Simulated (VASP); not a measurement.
Runs of VASP 6.6.1 on In2Bi. The structure is that of space group P6_3/mmc (No. 194), or close to it. The cells are those of the table. 

| cell | gap on the mesh (eV) | pressure (GPa) |
| --- | --- | --- |
| a = 5.521, b = 5.521, c = 6.594 Å, angles 90.0, 90.0, 120.0°, 6 atoms | none | (b) |
| a = 5.566, b = 5.566, c = 6.647 Å, angles 90.0, 90.0, 120.0°, 6 atoms | none | (a) |
| a = 5.287, b = 5.287, c = 6.314 Å, angles 90.0, 90.0, 120.0°, 6 atoms | none | 3.3 |
| a = 5.383, b = 5.383, c = 6.429 Å, angles 90.0, 90.0, 120.0°, 6 atoms | none | 0.1 |
| a = 5.476, b = 5.476, c = 6.540 Å, angles 90.0, 90.0, 120.0°, 6 atoms | none | -2.3 |
| a = 5.430, b = 5.430, c = 6.485 Å, angles 90.0, 90.0, 120.0°, 6 atoms | none | -1.2 |
| a = 5.336, b = 5.336, c = 6.372 Å, angles 90.0, 90.0, 120.0°, 6 atoms | none | 1.6 |

Alike in all rows: task single point; level LDA; potentials or basis VASP PAW LDA potentials, release 64 (In_d, Bi_d); no spin polarisation; k mesh 5 × 5 × 4; cutoff (eV) 520; smearing gaussian 0.05 eV.

Question: Estimate the missing entries.

Answer: (a) -4.0; (b) -3.2.

Caveats: spin-orbit coupling is left out, which moves the levels of the heavy elements.

A k mesh can miss the band edges, and the runs leave out spin-orbit coupling on Bi, In.

A gap of «none» marks levels without a gap at the run's occupations.
